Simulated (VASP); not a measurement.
A run of VASP 6.6.1 is set up as follows.

Contents of INCAR:

```
SYSTEM = BN
  PREC = Accurate
  ENCUT = 520
  EDIFF = 1E-7
  ISMEAR = 0
  SIGMA = 0.05
  LREAL = .FALSE.
  LASPH = .TRUE.
  NELM = 60
  ALGO = Normal
  ISIF = 2
  LWAVE = .FALSE.
  LCHARG = .FALSE.
  GGA = PE
  NBANDS = 16
```

KPOINTS

```
Automatic mesh
0
G
  6 6 6
  0 0 0
```

POSCAR

```
BN
1.0
    0.0000000000     -1.8123937734     -1.8607846871
   -1.8607846871      0.0000000000     -1.8607846871
    1.8607846871      1.8123937734     -3.7215693743
B N
2 2
Direct
   -0.0015993670      0.0071310777      0.0000000000
    0.5015993670      0.4928689223      0.5000000000
    0.3733632633      0.3822976976      0.8750000000
    0.8766367367      0.8677023024      0.3750000000
```

Potentials or basis: VASP PAW PBE potentials, release 64 (B, N).

Launch:

```sh
$ cat potpaw_PBE.64/B/POTCAR potpaw_PBE.64/N/POTCAR > POTCAR
$ mpirun -np 1 vasp_std > vasp.out
```

Estimate the band gap on the k mesh.

3.95 eV.

Predict the largest force.

0.209 eV/Å.

Estimate the pressure.

-17.7 GPa.

Forces on the atoms (eV/Å):
```
B    0.120 -0.027  0.097
B   -0.124  0.025 -0.093
N    0.164 -0.032  0.126
N   -0.160  0.035 -0.130
```

Caveat: the k points lie up to 0.48 Å⁻¹ apart. A k mesh can miss the band edges.
